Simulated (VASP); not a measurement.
# W: single point with PBEsol

Crystal: W.

```
W
1.0
     2.84451    0.00000    0.00000
    -1.42226    2.46342    0.00000
     0.00000    0.00000    4.60811
W
2
Direct
  0.25333 0.62667 0.19000
  0.74667 0.37333 0.81000
```

This cell differs from its parent crystal: shortest bond scaled by 0.76.

```
Program             : VASP 6.6.1
Task                : single point
Functional          : PBEsol
Potentials or basis : VASP PAW PBE potentials, release 64 (W_sv)
Cutoff              : 520 eV
k mesh              : 12 × 12 × 7
Occupations         : fermi-dirac, width 0.05 eV
Spin                : no spin polarisation
```

```yaml
Pressure: 46.6 GPa
Largest_force: 9.528 eV/Å
Band_gap_on_the_k_mesh: zero (band 14 reaches 12.15 eV, above the bottom of band 15 at 9.37 eV)
```

Forces on the atoms (eV/Å):
```
W    3.053  1.763  8.852
W   -3.053 -1.763 -8.852
```

Stress tensor (GPa, compression positive):
```
43.96  5.52 20.54
 5.52 37.58 11.86
20.54 11.86 58.38
```

Levels at points of the mesh, in eV from the Fermi level:
```
           k point  band 10  band 11  band 12  band 13  band 14  band 15  band 16  band 17  band 18  band 19
(0.00, 0.00, 0.00)    -6.39    -2.65    -1.69    -1.58    -1.45     0.31     1.27     3.86     3.88     3.98
(0.50, 0.00, 0.00)    -4.44    -2.83    -1.35    -1.34    -1.30     0.49     3.84     5.51     6.15     6.39
(0.00, 0.50, 0.00)    -5.41    -4.40    -1.72    -0.65     0.00     2.12     4.20     5.04     5.07     7.11
```

Run time: 67 s on 1 thread of Intel(R) Xeon(R) 6975P-C (Granite Rapids) (shared host), peak memory 0.27 GiB.

Caveat: the cell differs from its parent crystal (shortest bond scaled by 0.76); the PAW data sets were made with another functional, which shifts forces and pressure a little; spin-orbit coupling is left out, which moves the levels of the heavy elements.
